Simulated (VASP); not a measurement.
Ir:

```
Ir
1.0
     0.00000    1.92208    1.92208
     1.92208    0.00000    1.92208
     1.92208    1.92208    0.00000
Ir
1
Direct
  0.00000 0.00000 0.00000
```

Base run:

| Quantity | Value |
| --- | --- |
| Program | VASP 6.6.1 |
| Functional | r2SCAN |
| Potentials or basis | VASP PAW PBE potentials, release 64 (Ir) |
| Cutoff | 520 eV |
| k mesh | 18 × 18 × 18 |
| Occupations | gaussian, width 0.1 eV |
| Spin | no spin polarisation |

Its results: pressure 2.5 GPa.

Problem. The run is repeated on the same cell with these changes: potentials or basis from VASP PAW PBE potentials, release 64 (Ir) to VASP PAW PBE potentials, release 64 (Ir_sv_GW); cutoff from 520 eV to 550 eV; further incar settings from ALGO = Normal; EDIFF = 1e-06; NBANDS = 10 to ALGO = Normal; EDIFF = 1e-06; NBANDS = 14; valence electrons from 9 to 17. What comes out?

Solution. Pressure -2.2 GPa.

Caveats: the PAW data sets were made with another functional, which shifts forces and pressure a little.
